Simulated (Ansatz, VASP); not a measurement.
Mo: VASP beside Ansatz

INCAR

```
ALGO     = Fast           # electronic algorithm
EDIFF    = 1E-6           # SCF threshold, eV
ENCUT    = 520            # plane-wave cutoff, eV
ISIF     = 2              # what is computed and relaxed
ISMEAR   = 0              # smearing method
LASPH    = True           # aspherical terms in the spheres
LCHARG   = True           # write CHGCAR
LELF     = True           # ELF
LREAL    = False          # projectors in reciprocal space
LVHAR    = True         
LWAVE    = False          # write WAVECAR
NBANDS   = 13             # bands
NELM     = 100            # most SCF steps
PREC     = Accurate       # precision mode
SIGMA    = 0.15           # smearing width, eV
```

The input KPOINTS:

```
k-points
0
Gamma
  20 20 20
```

POSCAR

```
Mo
1.0
    0.0000000000      2.0754500000      1.9847750000
    2.0754500000      0.0000000000      1.9847750000
    2.0754500000      2.0754500000      0.0000000000
Mo
1
Direct
    0.0000000000      0.0000000000      0.0000000000
```

Input for Ansatz:

```yaml
crystal:
  lattice:
    - [0.0, 2.07545, 1.984775]
    - [2.07545, 0.0, 1.984775]
    - [2.07545, 2.07545, 0.0]
  atoms:
    - { symbol: Mo, position: [0.0, 0.0, 0.0] }
basis:
  ecutwfc: 420
kpoints:
  mp_grid: { grid: [20, 20, 20] }
hamiltonian:
  xc: lda
scf:
  occupations: { method: gaussian, width: 0.15 }
output:
  forces: true
  stress: true
  eigenvalues: true
```

Change from the starting cell: strain +0.030 along x and y, -0.015 along z, atoms carried along.

Alike in both runs: task single point; functional LDA; k mesh 20 × 20 × 20; occupations gaussian, width 0.15 eV; no spin polarisation.

|  | VASP | Ansatz |
| --- | --- | --- |
| version | VASP 6.6.1 | Ansatz 0.2.0 |
| potentials or method | VASP PAW LDA potentials, release 64 (Mo_sv), cutoff 520 eV | scalar-relativistic, plane waves, PAW |
| valence electrons in the cell | 14 | 14 |

Ansatz gave:

| Property | Result |
| --- | --- |
| gap on the k mesh at the Fermi level (eV) | none |
| pressure (GPa) | -24.4 |
| traceless stress, the component that is largest in VASP (GPa) | -5.74 |

Which values does VASP return?

gap on the k mesh at the Fermi level (eV): none; pressure (GPa): -23.7; traceless stress, the component that is largest in VASP (GPa): -5.71.

LDA's correlation is that of Perdew and Zunger in VASP and of Perdew and Wang (1992) in Ansatz. A gap of «none» marks a metal or a gap that the smearing closes.
